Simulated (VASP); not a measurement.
A run of VASP 6.6.1 is set up as follows.

The input INCAR:

```
ALGO     = Normal         # electronic algorithm
EDIFF    = 1E-7           # SCF threshold, eV
ENCUT    = 520            # plane-wave cutoff, eV
GGA      = PE             # functional
ISIF     = 2              # what is computed and relaxed
ISMEAR   = 0              # smearing method
LASPH    = True           # aspherical terms in the spheres
LCHARG   = False          # write CHGCAR
LREAL    = False          # projectors in reciprocal space
LWAVE    = False          # write WAVECAR
NBANDS   = 25             # bands
NELM     = 100            # most SCF steps
PREC     = Accurate       # precision mode
SIGMA    = 0.1            # smearing width, eV
```

Contents of KPOINTS:

```
k-points
0
Gamma
  6 6 6
```

File POSCAR:

```
HfB2
1.0
    4.5813476302     -0.0000000027      0.0000000000
   -2.2906738127      3.9675634327      0.0000000000
    0.0000000000      0.0000000000      4.1884245613
Hf B
2 4
Direct
    0.3333333333      0.6666666667      0.0952891116
    0.6666666667      0.3333333333      0.0952891116
    0.5000000000      0.0000000000      0.5952934340
    0.0000000000      0.5000000000      0.5952934340
    0.5000000000      0.5000000000      0.5952934340
    0.0000000000      0.0000000000      0.0949991449
```

Potentials or basis: VASP PAW PBE potentials, release 64 (Hf_pv, B).

Command:

```console
$ cat potpaw_PBE.64/Hf_pv/POTCAR potpaw_PBE.64/B/POTCAR > POTCAR
$ mpirun -np 1 vasp_std > vasp.out
```

Task: What does it give for the pressure?

Result: -0.1 GPa.

Task: Estimate the band gap on the k mesh.

Result: Zero (bands 16 and 17 overlap by 1.01 eV).

Forces on the atoms (eV/Å):
```
Hf   0.000  0.000 -0.001
Hf   0.000  0.000 -0.001
B    0.000  0.000 -0.001
B    0.000  0.000 -0.001
B    0.000  0.000 -0.001
B    0.000  0.000  0.003
```

Caveat: spin-orbit coupling is left out, which moves the levels of the heavy elements.
